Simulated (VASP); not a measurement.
Wanted: the native input for a VASP 6.6.1 run.

| Property | Result |
| --- | --- |
| Task | single point |
| Functional | r2SCAN |
| Potentials or basis | VASP PAW PBE potentials, release 64 (Mg, O) |
| Cutoff | 520 eV |
| k mesh | 6 × 6 × 6 |
| Occupations | methfessel-paxton, width 0.02 eV |
| Spin | no spin polarisation |
| Dipole correction | no |
| Further INCAR settings | ALGO = Normal; EDIFF = 1e-06; NBANDS = 16 |

Crystal: MgO.

```
CELL_PARAMETERS angstrom
3.48638 0.00000 0.00000
-1.74319 3.01929 0.00000
0.00000 0.00000 4.17804
ATOMIC_POSITIONS crystal
Mg 0.67320 0.33811 0.75345
Mg 0.33986 0.67145 0.25345
O 0.66667 0.33333 0.25000
O 0.33333 0.66667 0.75000
```

This cell differs from its parent crystal: all Mg atoms moved +0.025 Å, as atom 1 along Cartesian [1 1 1].

The input as run:

POSCAR

```
MgO
1.0
    3.4863778627      0.0000000000      0.0000000000
   -1.7431889314      3.0192917963      0.0000000000
    0.0000000000      0.0000000000      4.1780412200
Mg O
2 2
Direct
    0.6731969657      0.3381138440      0.7534546707
    0.3398636324      0.6714471774      0.2534546707
    0.6666666667      0.3333333333      0.2500000000
    0.3333333333      0.6666666667      0.7500000000
```

INCAR.step1

```
  ALGO = Normal
  EDIFF = 1E-4
  ENCUT = 520
  GGA = PE
  ISMEAR = 1
  LASPH = T
  LCHARG = F
  LREAL = F
  LWAVE = T
  NBANDS = 16
  NELM = 60
  PREC = Accurate
  SIGMA = 0.02
```

INCAR.step2

```
  ALGO = Normal
  EDIFF = 1E-6
  ENCUT = 520
  ISIF = 2
  ISMEAR = 1
  ISTART = 1
  LASPH = T
  LCHARG = F
  LMIXTAU = T
  LREAL = F
  LWAVE = F
  METAGGA = R2SCAN
  NBANDS = 16
  NELM = 60
  PREC = Accurate
  SIGMA = 0.02
```

KPOINTS

```
k-points
0
Gamma
  6 6 6
```

Potentials or basis: VASP PAW PBE potentials, release 64 (Mg, O).

The run is started by

```console
$ cat potpaw_PBE.64/Mg/POTCAR potpaw_PBE.64/O/POTCAR > POTCAR
$ cp INCAR.step1 INCAR
$ mpirun -np 1 vasp_std > vasp.out
$ cp INCAR.step2 INCAR
$ mpirun -np 1 vasp_std > vasp.out
```

Results of the run:

```
Pressure               : -0.6 GPa
Largest force          : 0.204 eV/Å
Band gap on the k mesh : 4.08 eV
```

Caveat: the cell differs from its parent crystal (all Mg atoms moved +0.025 Å, as atom 1 along Cartesian [1 1 1]); the PAW data sets were made with another functional, which shifts forces and pressure a little.

Run time: 5.9 min on 1 thread of Intel Xeon 8259CL, on a shared host, peak memory 0.22 GiB.
